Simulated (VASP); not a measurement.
# Rh (I4/mmm) in VASP: notebook

The runs below take Rh through single point, with r2SCAN.

Program: VASP 6.6.1. These are calculated values, not measurements. Logs are shortened: lines on timing, memory, paths and dates and some standing lists are left out, and cuts for length are marked.

### 1 The cell of the first run

The structure is tetragonal, space group I4/mmm (No. 139). The conventional cell has a = 2.689 Å, b = 2.689 Å, c = 3.898 Å, α = 90.00°, β = 90.00°, γ = 90.00°. Within 3.5 Å of Rh (site symmetry 4/mmm) lie 12 Rh at 2.69 to 2.72 Å.

### 2 Single point, r2SCAN (strain +0.000 along x and y, +0.025 along z)

POSCAR

```
Rh
1.0
    0.0000000000      1.9015500000      1.9490887500
    1.9015500000      0.0000000000      1.9490887500
    1.9015500000      1.9015500000      0.0000000000
Rh
1
Direct
    0.0000000000      0.0000000000      0.0000000000
```

INCAR.step1

```
  ALGO = Normal
  EDIFF = 1E-4
  ENCUT = 520
  GGA = PE
  ISMEAR = 0
  LASPH = True
  LCHARG = False
  LREAL = False
  LWAVE = True
  NBANDS = 14
  NELM = 60
  PREC = Accurate
  SIGMA = 0.15
```

INCAR.step2

```
  ALGO = Normal
  EDIFF = 1E-6
  ENCUT = 520
  ISIF = 2
  ISMEAR = 0
  ISTART = 1
  LASPH = True
  LCHARG = True
  LELF = True
  LMIXTAU = True
  LREAL = False
  LVHAR = True
  LWAVE = False
  METAGGA = R2SCAN
  NBANDS = 14
  NELM = 60
  PREC = Accurate
  SIGMA = 0.15
```

KPOINTS

```
k-points
0
Gamma
  22 22 22
```

Potentials or basis: VASP PAW PBE potentials, release 64 (Rh_pv).

Launch:

```sh
> cat potpaw_PBE.64/Rh_pv/POTCAR > POTCAR
> cp INCAR.step1 INCAR
> mpirun -np 1 vasp_std > vasp.out
> cp INCAR.step2 INCAR
> mpirun -np 1 vasp_std > vasp.out
```

OUTCAR:

```text
EDIFF = 1E-6
   ENCUT = 520
   ISIF = 2
   ISMEAR = 0
   ISTART = 1
   LASPH = True
   LREAL = False
   METAGGA = R2SCAN
   NELM = 60
   PREC = Accurate

 ion  position               nearest neighbor table
   1  0.000  0.000  0.000-

  LATTYP: Found a body centered tetragonal cell.
 ALAT       =     2.6891977995
 C/A-ratio  =     1.4495689014

  Lattice vectors:

 A1 = (  -1.9015500000,   0.0000000000,   1.9490887500)
 A2 = (   1.9015500000,   0.0000000000,   1.9490887500)
 A3 = (   0.0000000000,   1.9015500000,  -1.9490887500)

Analysis of symmetry for initial positions (statically):
=====================================================================
 Subroutine PRICEL returns:
 Original cell was already a primitive cell.

 Routine SETGRP: Setting up the symmetry group for a
 body centered tetragonal supercell.

 Subroutine GETGRP returns: Found 16 space group operations
 (whereof 16 operations were pure point group operations)
 out of a pool of 16 trial point group operations.

The static configuration has the point symmetry D_4h.

Analysis of symmetry for dynamics (positions and initial velocities):
=====================================================================
 Subroutine PRICEL returns:
 Original cell was already a primitive cell.

 Routine SETGRP: Setting up the symmetry group for a
 body centered tetragonal supercell.

 Subroutine GETGRP returns: Found 16 space group operations
 (whereof 16 operations were pure point group operations)
 out of a pool of 16 trial point group operations.

The dynamic configuration has the point symmetry D_4h.

 Subroutine INISYM returns: Found 16 space group operations
 (whereof 16 operations are pure point group operations),
 and found     1 'primitive' translations

----------------------------------------------------------------------------------------

                                     Primitive cell

  volume of cell :      14.0954

  direct lattice vectors                    reciprocal lattice vectors
     0.000000000  1.901550000  1.949088750    -0.262943388  0.262943388  0.256530135
     1.901550000  0.000000000  1.949088750     0.262943388 -0.262943388  0.256530135
     1.901550000  1.901550000  0.000000000     0.262943388  0.262943388 -0.256530135

  length of vectors
     2.723020264  2.723020264  2.689197800     0.451758963  0.451758963  0.451758963

  position of ions in fractional coordinates (direct lattice)
     0.000000000  0.000000000  0.000000000

  ion indices of the primitive-cell ions
   primitive index   ion index
                 1           1

----------------------------------------------------------------------------------------

 KPOINTS: k-points

Automatic generation of k-mesh.
 Grid dimensions read from file:
 generate k-points for:   22   22   22

 Generating k-lattice:

  Cartesian coordinates                     Fractional coordinates (reciprocal lattice)
    -0.011951972  0.011951972  0.011660461     0.045454545  0.000000000  0.000000000
     0.011951972 -0.011951972  0.011660461     0.000000000  0.045454545  0.000000000
     0.011951972  0.011951972 -0.011660461     0.000000000  0.000000000  0.045454545

  Length of vectors
     0.020534498  0.020534498  0.020534498

  Shift w.r.t. Gamma in fractional coordinates (k-lattice)
     0.000000000  0.000000000  0.000000000

 Subroutine IBZKPT returns following result:
 ===========================================

 Found    834 irreducible k-points:

 Following reciprocal coordinates:
            Coordinates               Weight
  0.000000  0.000000  0.000000      1.000000
  0.045455  0.000000  0.000000      8.000000
  0.090909  0.000000  0.000000      8.000000
  0.136364  0.000000  0.000000      8.000000
  0.181818  0.000000  0.000000      8.000000
  0.227273  0.000000  0.000000      8.000000
[... 16 lines left out ...]
  0.500000  0.045455  0.000000      8.000000
 -0.454545  0.045455  0.000000      8.000000
 [... further k-points ...]
   k-points           NKPTS =    834   k-points in BZ     NKDIM =    834   number of bands    NBANDS=     14
   number of dos      NEDOS =    301   number of ions     NIONS =      1
   total plane-waves  NPLWV =   8000
   dimension x,y,z NGX =    20 NGY =   20 NGZ =   20
   dimension x,y,z NGXF=    40 NGYF=   40 NGZF=   40
   ions per type =               1
   NGX,Y,Z   is equivalent  to a cutoff of  12.21, 12.21, 12.36 a.u.
   NGXF,Y,Z  is equivalent  to a cutoff of  24.42, 24.42, 24.73 a.u.
 SYSTEM =  unknown system
   PREC   = accura    normal or accurate (medium, high low for compatibility)
   ISTART =      1    job   : 0-new  1-cont  2-samecut
   ICHARG =      0    charge: 1-file 2-atom 10-const
   ISPIN  =      1    spin polarized calculation?
   LNONCOLLINEAR =      F non collinear calculations
   LSORBIT =      F    spin-orbit coupling
   LASPH  =      T    aspherical Exc in radial PAW
   ENCUT  =  520.0 eV  38.22 Ry    6.18 a.u.   5.06  5.06  5.00*2*pi/ulx,y,z
   NELM   =     60;   NELMIN=  2; NELMDL=  0     # of ELM steps
   EDIFF  = 0.1E-05   stopping-criterion for ELM
   LREAL  =      F    real-space projection
   EDIFFG = 0.1E-04   stopping-criterion for IOM
   NSW    =      0    number of steps for IOM
   IBRION =     -1    ionic relax: 0-MD 1-quasi-New 2-CG
   NFREE  =      0    steps in history (QN), initial steepest desc. (CG)
   ISIF   =      2    stress and relaxation
   ISYM   =      2    0-nonsym 1-usesym 2-fastsym
   POTIM  = 0.5000    time-step for ionic-motion
   TEBEG  =    0.0;   TEEND  =   0.0 temperature during run
   PSTRESS=    0.0 pullay stress
   NELECT =      15.0000    total number of electrons
   NUPDOWN=      -1.0000    fix difference up-down
   EMIN   =  10.00;   EMAX   =-10.00  energy-range for DOS
   EFERMI =   0.00;   METHOD = LEGACY
   ISMEAR =     0;   SIGMA  =   0.15  broadening in eV -4-tet -1-fermi 0-gaus
   EFERMI_NEDOS =   21; number of points for ismear=-14 and -15
   IALGO  =     38    algorithm
   IMIX   =      4    mixing-type and parameters
     AMIX     =   0.40;   BMIX     =  1.00
     AMIX_MAG =   1.60;   BMIX_MAG =  1.00
  volume/ion in A,a.u.               =      14.10        95.12
  Fermi-wavevector in a.u.,A,eV,Ry     =   1.671397  3.158482 38.008787  2.793567
  Thomas-Fermi vector in A             =   2.756726
   LORBIT       =      0    0 simple, 1 ext, 2 COOP (PROOUT), +10 PAW based schemes
   METAGGA = R2SCAN    functional components
   LHFCALC =     F    Hartree Fock is set to
   AEXX    =    0.0000 exact exchange contribution
   IVDW    =     0    specifies the selected vdW correction
   LEPSILON=     F    determine dielectric tensor
   LRPA    =     F    only Hartree local field effects (RPA)
 non-spin polarized calculation
 Gauss-broadening in eV      SIGMA  =   0.15
  energy-cutoff  :      520.00
  volume of cell :       14.10
 maximum number of plane-waves:       388
   NGX = 11   NGY = 11   NGZ =  9

 number of electron      15.0000001 magnetization

 Free energy of the ion-electron system (eV)
  ---------------------------------------------------
  ext. energy  EPLUGINS =         0.00000000
  ---------------------------------------------------
  free energy    TOTEN  =       -24.13466130 eV

  energy without entropy =      -24.11957984  energy(sigma->0) =      -24.12712057

 E-fermi :  11.2740     XC(G=0): -15.0182

 val. band max:       11.2735368049   @ k =  -0.1818   0.1364   0.0455
 cond. band min:      11.2743292833   @ k =   0.3636   0.0455   0.0000
 fundamental gap:      0.0007924784
 Fermi energy:        11.2739944344

 k-point     1 :       0.0000    0.0000    0.0000
  band No.  band energies     occupation
      1     -36.4703      2.00000
      2     -36.4561      2.00000
      3     -36.4561      2.00000
      4       3.2917      2.00000
      5       8.0532      2.00000
      6       8.3250      2.00000
      7       8.3250      2.00000
      8      10.0820      2.00000
      9      10.4051      2.00000
     10      28.0226      0.00000
     11      28.7024      0.00000
     12      33.1210      0.00000
     13      33.8712      0.00000
     14      33.8712      0.00000

 k-point     2 :       0.0455    0.0000    0.0000
  band No.  band energies     occupation
      1     -36.4794      2.00000
      2     -36.4644      2.00000
      3     -36.4578      2.00000
      4       3.3773      2.00000
      5       8.0619      2.00000
      6       8.3117      2.00000
      7       8.3581      2.00000
      8      10.0667      2.00000
      9      10.3839      2.00000
     10      28.1423      0.00000
     11      28.7024      0.00000
     12      32.9383      0.00000
     13      33.6716      0.00000
     14      33.9920      0.00000

 k-point     3 :       0.0909    0.0000    0.0000
  band No.  band energies     occupation
      1     -36.5206      2.00000
      2     -36.4741      2.00000
      3     -36.4630      2.00000
      4       3.6268      2.00000
      5       8.0393      2.00000
      6       8.3234      2.00000
      7       8.4497      2.00000
      8      10.0320      2.00000
      9      10.3301      2.00000
     10      28.4738      0.00000
     11      28.7020      0.00000
     12      31.9583      0.00000
     13      33.8665      0.00000
     14      34.3455      0.00000
[... 324 lines left out ...]
 k-point    23 :       0.5000    0.0455    0.0000
  band No.  band energies     occupation
      1     -37.1763      2.00000
      2     -36.5875      2.00000
      3     -36.5465      2.00000
      4       5.2221      2.00000
      5       7.9372      2.00000
      6       8.3178      2.00000
      7      11.1575      1.72779
      8      11.7838      0.00000
      9      12.9514      0.00000
     10      20.1491      0.00000
     11      27.6411      0.00000
     12      28.7021      0.00000
     13      32.9311      0.00000
     14      33.4284      0.00000

 k-point    24 :      -0.4545    0.0455    0.0000
  band No.  band energies     occupation
      1     -37.1728      2.00000
      2     -36.5892      2.00000
      3     -36.5433      2.00000
      4       5.2290      2.00000
      5       7.9568      2.00000
      6       8.3152      2.00000
      7      11.1305      1.82396
      8      11.6942      0.00007
      9      12.9191      0.00000
     10      20.2809      0.00000
     11      27.6651      0.00000
     12      28.7022      0.00000
     13      32.7950      0.00000
     14      33.6973      0.00000

 [... further k-points ...]

------------------------ aborting loop because EDIFF is reached ----------------------------------------

  FORCE on cell =-STRESS in cart. coord.  units (eV):
  Direction    XX          YY          ZZ          XY          YZ          ZX
  --------------------------------------------------------------------------------------
  -------------------------------------------------------------------------------------
  Total       -0.3395190     -0.3395190     -0.8429456      0.0000000      0.0000000      0.0000000
  in kB      -38.5920213    -38.5920213    -95.8148945      0.0000000      0.0000000      0.0000000
  external PRESSURE =     -57.6663124 kB  Pullay stress =       0.0000000 kB

 VOLUME and BASIS-vectors are now :
 -----------------------------------------------------------------------------
  energy-cutoff  :      520.00
  volume of cell :       14.10
      direct lattice vectors                 reciprocal lattice vectors
     0.000000000  1.901550000  1.949088750    -0.262943388  0.262943388  0.256530135
     1.901550000  0.000000000  1.949088750     0.262943388 -0.262943388  0.256530135
     1.901550000  1.901550000  0.000000000     0.262943388  0.262943388 -0.256530135

 POSITION                                       TOTAL-FORCE (eV/Angst)
 -----------------------------------------------------------------------------------
      0.00000      0.00000      0.00000         0.000000      0.000000      0.000000
 -----------------------------------------------------------------------------------
    total drift:                                0.000000     -0.000000      0.000000

  FREE ENERGIE OF THE ION-ELECTRON SYSTEM (eV)
  ---------------------------------------------------
  free  energy   TOTEN  =       -24.1346613032 eV

  energy  without entropy=      -24.1195798442  energy(sigma->0) =      -24.12712057
```

Run time: 8.6 min. Hardware: 1 thread of Intel Xeon 8259CL, shared host; peak memory 0.25 GiB.

Results:

```
Free energy            : -24.1347 eV
Pressure               : -5.8 GPa
Band gap on the k mesh : zero (an odd number of electrons rules out a gap without spin polarisation)
```

Stress tensor (GPa, compression positive):
```
-3.86  0.00  0.00
 0.00 -3.86  0.00
 0.00  0.00 -9.58
```

Levels at points of the mesh, in eV from the Fermi level:
| k point | band 5 | band 6 | band 7 | band 8 | band 9 | band 10 |
| --- | --- | --- | --- | --- | --- | --- |
| (0.00, 0.00, 0.00) | -3.22 | -2.95 | -2.95 | -1.19 | -0.87 | 16.75 |
| (0.50, 0.00, 0.00) | -3.28 | -3.01 | 0.50 | 0.63 | 0.94 | 8.84 |
| (0.50, 0.50, 0.00) | -5.93 | 0.51 | 0.99 | 0.99 | 3.10 | 12.09 |
| (0.50, 0.00, 0.50) | -5.94 | 0.48 | 0.90 | 1.13 | 3.64 | 12.79 |

Caveat: the cell differs from its parent crystal (strain +0.000 along x and y, +0.025 along z); the cell stands under tension; an empty level that is flat over the whole mesh can mark a ghost state of the potentials, or a narrow d or f band; the PAW data sets were made with another functional, which shifts forces and pressure a little.

### 3 Single point, r2SCAN (strain +0.000 along x and y, +0.050 along z)

POSCAR

```
Rh
1.0
    0.0000000000      1.9015500000      1.9966275000
    1.9015500000      0.0000000000      1.9966275000
    1.9015500000      1.9015500000      0.0000000000
Rh
1
Direct
    0.0000000000      0.0000000000      0.0000000000
```

INCAR.step1

```
ALGO = Normal
EDIFF = 1E-4
ENCUT = 520
GGA = PE
ISMEAR = 0
LASPH = True
LCHARG = False
LREAL = False
LWAVE = True
NBANDS = 14
NELM = 100
PREC = Accurate
SIGMA = 0.15
```

INCAR.step2

```
ALGO = Normal
EDIFF = 1E-6
ENCUT = 520
ISIF = 2
ISMEAR = 0
ISTART = 1
LASPH = True
LCHARG = True
LELF = True
LMIXTAU = True
LREAL = False
LVHAR = True
LWAVE = False
METAGGA = R2SCAN
NBANDS = 14
NELM = 100
PREC = Accurate
SIGMA = 0.15
```

KPOINTS is that of step 2.

Potentials or basis: VASP PAW PBE potentials, release 64 (Rh_pv).

Launch:

```sh
> cat potpaw_PBE.64/Rh_pv/POTCAR > POTCAR
> cp INCAR.step1 INCAR
> mpirun -np 1 vasp_std > vasp.out
> cp INCAR.step2 INCAR
> mpirun -np 1 vasp_std > vasp.out
```

Wall time 6.4 min (1 thread of Intel Xeon 8259CL, shared host); peak memory 0.27 GiB.

The run converged. Its results:

```
Free energy            : -24.1044 eV
Pressure               : -11.1 GPa
Band gap on the k mesh : zero (an odd number of electrons rules out a gap without spin polarisation)
```

Stress tensor (GPa, compression positive):
```
 -7.59   0.00   0.00
  0.00  -7.59   0.00
  0.00   0.00 -18.24
```

Levels at points of the mesh, in eV from the Fermi level:
```csv
k point,band 3,band 4,band 5,band 6,band 7,band 8,band 9,band 10,band 11,band 12
"(0.00, 0.00, 0.00)",-47.68,-7.80,-3.27,-2.74,-2.74,-1.31,-0.69,16.79,17.47,21.29
"(0.50, 0.00, 0.00)",-47.75,-5.91,-3.28,-2.77,0.43,0.66,0.98,8.60,16.23,17.47
"(0.50, 0.50, 0.00)",-47.89,-6.06,-5.70,0.51,0.94,0.94,2.75,11.36,14.33,14.33
"(0.50, 0.00, 0.50)",-47.93,-6.07,-5.71,0.44,0.75,1.21,3.79,12.72,13.20,13.66
```

Caveat: the cell differs from its parent crystal (strain +0.000 along x and y, +0.050 along z); the cell stands under tension; an empty level that is flat over the whole mesh can mark a ghost state of the potentials, or a narrow d or f band; the PAW data sets were made with another functional, which shifts forces and pressure a little.
